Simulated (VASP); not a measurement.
# SnO (P4/nmm) in VASP: notebook

The runs below take SnO through single point, with PBEsol.

All numbers are computed with VASP 6.6.1; they aren't measurements. Logs are shortened: lines on timing, memory, paths and dates and some standing lists are left out, and cuts for length are marked.

**1. The cell of the first run**

Symmetry: P4/nmm, No. 129, tetragonal system. The conventional cell has a = 3.743 Å, b = 3.743 Å, c = 4.437 Å, α = 90.00°, β = 90.00°, γ = 90.00°. Sn (site symmetry 4mm) has 4 O at 2.20 Å within 2.9 Å. Within 2.9 Å of O (site symmetry -4m2) lie 4 Sn at 2.20 Å and 4 O at 2.65 Å.

**2. Single point, PBEsol**

File INCAR:

```
SYSTEM = SnO
PREC = Accurate
ENCUT = 520
EDIFF = 1E-6
ISMEAR = -1
SIGMA = 0.05
LREAL = .False.
LASPH = .True.
NELM = 80
ALGO = Normal
ISIF = 2
LWAVE = .False.
LCHARG = .False.
GGA = PS
NBANDS = 28
```

File KPOINTS:

```
regular mesh
0
Gamma
  7 7 6
  0 0 0
```

File POSCAR:

```
SnO
1.0
    3.7434594936      0.0000000000      0.0000000000
    0.0000000000      3.7434594936      0.0000000000
    0.0000000000      0.0000000000      4.4368162981
Sn O
2 2
Direct
    0.5000000000      0.0000000000      0.7396392632
    0.0000000000      0.5000000000      0.2603607368
    0.0000000000      0.0000000000      0.0000000000
    0.5000000000      0.5000000000      0.0000000000
```

Potentials or basis: VASP PAW PBE potentials, release 64 (Sn_d, O).

On the command line:

```bash
$ cat potpaw_PBE.64/Sn_d/POTCAR potpaw_PBE.64/O/POTCAR > POTCAR
$ mpirun -np 1 vasp_std > vasp.out
```

OUTCAR:

```text
SYSTEM = SnO
   PREC = Accurate
   ENCUT = 520
   EDIFF = 1E-6
   ISMEAR = -1
   LREAL = .False.
   LASPH = .True.
   NELM = 80
   ISIF = 2
   GGA = PS

 ion  position               nearest neighbor table
   1  0.500  0.000  0.740-   3 2.20   4 2.20   4 2.20   3 2.20   2 3.40   2 3.40   2 3.40   2 3.40
                             2 3.51   2 3.51   2 3.51   2 3.51
   2  0.000  0.500  0.260-   3 2.20   4 2.20   3 2.20   4 2.20   1 3.40   1 3.40   1 3.40   1 3.40
                             1 3.51   1 3.51   1 3.51   1 3.51
   3  0.000  0.000  0.000-   1 2.20   2 2.20   2 2.20   1 2.20
   4  0.500  0.500  0.000-   1 2.20   2 2.20   1 2.20   2 2.20

  LATTYP: Found a simple tetragonal cell.
 ALAT       =     3.7434594936
 C/A-ratio  =     1.1852181934

  Lattice vectors:

 A1 = (   3.7434594936,   0.0000000000,   0.0000000000)
 A2 = (   0.0000000000,   3.7434594936,   0.0000000000)
 A3 = (   0.0000000000,   0.0000000000,   4.4368162981)

Analysis of symmetry for initial positions (statically):
=====================================================================
 Subroutine PRICEL returns:
 Original cell was already a primitive cell.

 Routine SETGRP: Setting up the symmetry group for a
 simple tetragonal supercell.

 Subroutine GETGRP returns: Found 16 space group operations
 (whereof  8 operations were pure point group operations)
 out of a pool of 16 trial point group operations.

The static configuration has the point symmetry D_2d.
 The point group associated with its full space group is D_4h.

Analysis of symmetry for dynamics (positions and initial velocities):
=====================================================================
 Subroutine PRICEL returns:
 Original cell was already a primitive cell.

 Routine SETGRP: Setting up the symmetry group for a
 simple tetragonal supercell.

 Subroutine GETGRP returns: Found 16 space group operations
 (whereof  8 operations were pure point group operations)
 out of a pool of 16 trial point group operations.

The dynamic configuration has the point symmetry D_2d.
 The point group associated with its full space group is D_4h.

 Subroutine INISYM returns: Found 16 space group operations
 (whereof  8 operations are pure point group operations),
 and found     1 'primitive' translations

----------------------------------------------------------------------------------------

                                     Primitive cell

  volume of cell :      62.1753

  direct lattice vectors                    reciprocal lattice vectors
     3.743459494  0.000000000  0.000000000     0.267132582  0.000000000  0.000000000
     0.000000000  3.743459494  0.000000000     0.000000000  0.267132582  0.000000000
     0.000000000  0.000000000  4.436816298     0.000000000  0.000000000  0.225386839

  length of vectors
     3.743459494  3.743459494  4.436816298     0.267132582  0.267132582  0.225386839

  position of ions in fractional coordinates (direct lattice)
     0.500000000  0.000000000  0.739639263
     0.000000000  0.500000000  0.260360737
     0.000000000  0.000000000  0.000000000
     0.500000000  0.500000000  0.000000000

  ion indices of the primitive-cell ions
   primitive index   ion index
                 1           1
                 2           2
                 3           3
                 4           4

----------------------------------------------------------------------------------------

 KPOINTS: regular mesh

Automatic generation of k-mesh.
 Grid dimensions read from file:
 generate k-points for:    7    7    6

 Generating k-lattice:

  Cartesian coordinates                     Fractional coordinates (reciprocal lattice)
     0.038161797  0.000000000  0.000000000     0.142857143  0.000000000  0.000000000
     0.000000000  0.038161797  0.000000000     0.000000000  0.142857143  0.000000000
     0.000000000  0.000000000  0.037564473     0.000000000  0.000000000  0.166666667

  Length of vectors
     0.038161797  0.038161797  0.037564473

  Shift w.r.t. Gamma in fractional coordinates (k-lattice)
     0.000000000  0.000000000  0.000000000

 Subroutine IBZKPT returns following result:
 ===========================================

 Found     40 irreducible k-points:

 Following reciprocal coordinates:
            Coordinates               Weight
  0.000000  0.000000  0.000000      1.000000
  0.142857  0.000000  0.000000      4.000000
  0.285714  0.000000  0.000000      4.000000
  0.428571  0.000000  0.000000      4.000000
  0.142857  0.142857  0.000000      4.000000
  0.285714  0.142857  0.000000      8.000000
[... 16 lines left out ...]
  0.285714  0.000000  0.333333      8.000000
  0.428571  0.000000  0.333333      8.000000
 [... further k-points ...]
   k-points           NKPTS =     40   k-points in BZ     NKDIM =     40   number of bands    NBANDS=     28
   number of dos      NEDOS =    301   number of ions     NIONS =      4
   total plane-waves  NPLWV =  28224
   dimension x,y,z NGX =    28 NGY =   28 NGZ =   36
   dimension x,y,z NGXF=    56 NGYF=   56 NGZF=   72
   ions per type =               2   2
   NGX,Y,Z   is equivalent  to a cutoff of  12.43, 12.43, 13.49 a.u.
   NGXF,Y,Z  is equivalent  to a cutoff of  24.87, 24.87, 26.98 a.u.
 SYSTEM =  SnO
   PREC   = accura    normal or accurate (medium, high low for compatibility)
   ISTART =      0    job   : 0-new  1-cont  2-samecut
   ICHARG =      2    charge: 1-file 2-atom 10-const
   ISPIN  =      1    spin polarized calculation?
   LNONCOLLINEAR =      F non collinear calculations
   LSORBIT =      F    spin-orbit coupling
   LASPH  =      T    aspherical Exc in radial PAW
   ENCUT  =  520.0 eV  38.22 Ry    6.18 a.u.   6.96  6.96  8.25*2*pi/ulx,y,z
   NELM   =     80;   NELMIN=  2; NELMDL= -5     # of ELM steps
   EDIFF  = 0.1E-05   stopping-criterion for ELM
   LREAL  =      F    real-space projection
   EDIFFG = 0.1E-04   stopping-criterion for IOM
   NSW    =      0    number of steps for IOM
   IBRION =     -1    ionic relax: 0-MD 1-quasi-New 2-CG
   NFREE  =      0    steps in history (QN), initial steepest desc. (CG)
   ISIF   =      2    stress and relaxation
   ISYM   =      2    0-nonsym 1-usesym 2-fastsym
   POTIM  = 0.5000    time-step for ionic-motion
   TEBEG  =    0.0;   TEEND  =   0.0 temperature during run
   PSTRESS=    0.0 pullay stress
   NELECT =      40.0000    total number of electrons
   NUPDOWN=      -1.0000    fix difference up-down
   EMIN   =  10.00;   EMAX   =-10.00  energy-range for DOS
   EFERMI =   0.00;   METHOD = LEGACY
   ISMEAR =    -1;   SIGMA  =   0.05  broadening in eV -4-tet -1-fermi 0-gaus
   EFERMI_NEDOS =   21; number of points for ismear=-14 and -15
   IALGO  =     38    algorithm
   IMIX   =      4    mixing-type and parameters
     AMIX     =   0.40;   BMIX     =  1.00
     AMIX_MAG =   1.60;   BMIX_MAG =  1.00
  volume/ion in A,a.u.               =      15.54       104.89
  Fermi-wavevector in a.u.,A,eV,Ry     =   1.413261  2.670675 27.174992  1.997306
  Thomas-Fermi vector in A             =   2.534924
   LORBIT       =      0    0 simple, 1 ext, 2 COOP (PROOUT), +10 PAW based schemes
   GGA     = PS    functional components
   LHFCALC =     F    Hartree Fock is set to
   AEXX    =    0.0000 exact exchange contribution
   IVDW    =     0    specifies the selected vdW correction
   LEPSILON=     F    determine dielectric tensor
   LRPA    =     F    only Hartree local field effects (RPA)
 non-spin polarized calculation
  energy-cutoff  :      520.00
  volume of cell :       62.18
 maximum number of plane-waves:      1696
 NGX is ok and might be reduce to    28
   NGX = 13   NGY = 13   NGZ = 17

 number of electron      40.0000005 magnetization

 Free energy of the ion-electron system (eV)
  ---------------------------------------------------
  ext. energy  EPLUGINS =         0.00000000
  ---------------------------------------------------
  free energy    TOTEN  =       -24.12411779 eV

  energy without entropy =      -24.12001965  energy(sigma->0) =      -24.12206872

 E-fermi :   8.5348     XC(G=0): -11.1767

 val. band max:        8.5296343533   @ k =   0.1429   0.0000   0.0000
 cond. band min:       8.5674249254   @ k =   0.0000   0.0000   0.0000
 fundamental gap:      0.0377905721
 Fermi energy:         8.5348169120

 k-point     1 :       0.0000    0.0000    0.0000
  band No.  band energies     occupation
      1     -13.6356      2.00000
      2     -13.1399      2.00000
      3     -13.1399      2.00000
      4     -13.0981      2.00000
      5     -13.0801      2.00000
      6     -13.0704      2.00000
[... 20 lines left out ...]
     27      15.0560      0.00000
     28      15.1579      0.00000

 k-point     2 :       0.1429    0.0000    0.0000
  band No.  band energies     occupation
      1     -13.6219      2.00000
      2     -13.1364      2.00000
      3     -13.1303      2.00000
      4     -13.1113      2.00000
      5     -13.0697      2.00000
      6     -13.0695      2.00000
[... 20 lines left out ...]
     27      15.1610      0.00000
     28      16.7772      0.00000

 k-point     3 :       0.2857    0.0000    0.0000
  band No.  band energies     occupation
      1     -13.5851      2.00000
      2     -13.2822      2.00000
      3     -13.1231      2.00000
      4     -13.1035      2.00000
      5     -13.0710      2.00000
      6     -13.0647      2.00000
[... 20 lines left out ...]
     27      15.5462      0.00000
     28      18.8534      0.00000

 k-point     4 :       0.4286    0.0000    0.0000
  band No.  band energies     occupation
      1     -13.5254      2.00000
      2     -13.4288      2.00000
      3     -13.1004      2.00000
      4     -13.0784      2.00000
      5     -13.0658      2.00000
      6     -13.0524      2.00000
[... 578 lines left out ...]
     27      17.0864      0.00000
     28      17.2342      0.00000

 k-point    23 :       0.2857    0.0000    0.3333
  band No.  band energies     occupation
      1     -13.5785      2.00000
      2     -13.3456      2.00000
      3     -13.1281      2.00000
      4     -13.0835      2.00000
      5     -13.0801      2.00000
      6     -13.0707      2.00000
[... 20 lines left out ...]
     27      17.3190      0.00000
     28      18.7954      0.00000

 k-point    24 :       0.4286    0.0000    0.3333
  band No.  band energies     occupation
      1     -13.5472      2.00000
      2     -13.4753      2.00000
      3     -13.1298      2.00000
      4     -13.1131      2.00000
      5     -13.0684      2.00000
      6     -13.0640      2.00000
[... 20 lines left out ...]
     27      17.5880      0.00000
     28      18.1916      0.00000

 [... further k-points ...]

------------------------ aborting loop because EDIFF is reached ----------------------------------------

  FORCE on cell =-STRESS in cart. coord.  units (eV):
  Direction    XX          YY          ZZ          XY          YZ          ZX
  --------------------------------------------------------------------------------------
  -------------------------------------------------------------------------------------
  Total        2.0487200      2.0487200      2.0572527      0.0000000     -0.0000000      0.0000000
  in kB       52.7928925     52.7928925     53.0127698      0.0000000     -0.0000000      0.0000000
  external PRESSURE =      52.8661849 kB  Pullay stress =       0.0000000 kB

 VOLUME and BASIS-vectors are now :
 -----------------------------------------------------------------------------
  energy-cutoff  :      520.00
  volume of cell :       62.18
      direct lattice vectors                 reciprocal lattice vectors
     3.743459494  0.000000000  0.000000000     0.267132582  0.000000000  0.000000000
     0.000000000  3.743459494  0.000000000     0.000000000  0.267132582  0.000000000
     0.000000000  0.000000000  4.436816298     0.000000000  0.000000000  0.225386839

 POSITION                                       TOTAL-FORCE (eV/Angst)
 -----------------------------------------------------------------------------------
      1.87173      0.00000      3.28164        -0.000000      0.000000     -0.091615
      0.00000      1.87173      1.15517         0.000000      0.000000      0.091615
      0.00000      0.00000      0.00000        -0.000000      0.000000      0.000000
      1.87173      1.87173      0.00000        -0.000000     -0.000000      0.000000
 -----------------------------------------------------------------------------------
    total drift:                                0.000000      0.000000     -0.000000

  FREE ENERGIE OF THE ION-ELECTRON SYSTEM (eV)
  ---------------------------------------------------
  free  energy   TOTEN  =       -24.1241177887 eV

  energy  without entropy=      -24.1200196474  energy(sigma->0) =      -24.12206872
```

Wall time 83 s (1 thread of Intel Xeon 8259CL, shared host); peak memory 0.21 GiB.

Results:

```yaml
Free_energy: -24.1241 eV
Pressure: 5.3 GPa
Largest_force: 0.092 eV/Å
Band_gap_on_the_k_mesh: zero (bands 20 and 21 overlap by 0.42 eV)
```

Forces on the atoms (eV/Å):
```
Sn   0.000  0.000 -0.092
Sn   0.000  0.000  0.092
O    0.000  0.000  0.000
O    0.000  0.000  0.000
```

Caveat: the cell stands under pressure; semilocal functionals underestimate gaps, so a narrow gap can read as zero; the PAW data sets were made with another functional, which shifts forces and pressure a little; spin-orbit coupling is left out, which moves the levels of the heavy elements.

(Part 1 of 2 ends here.)
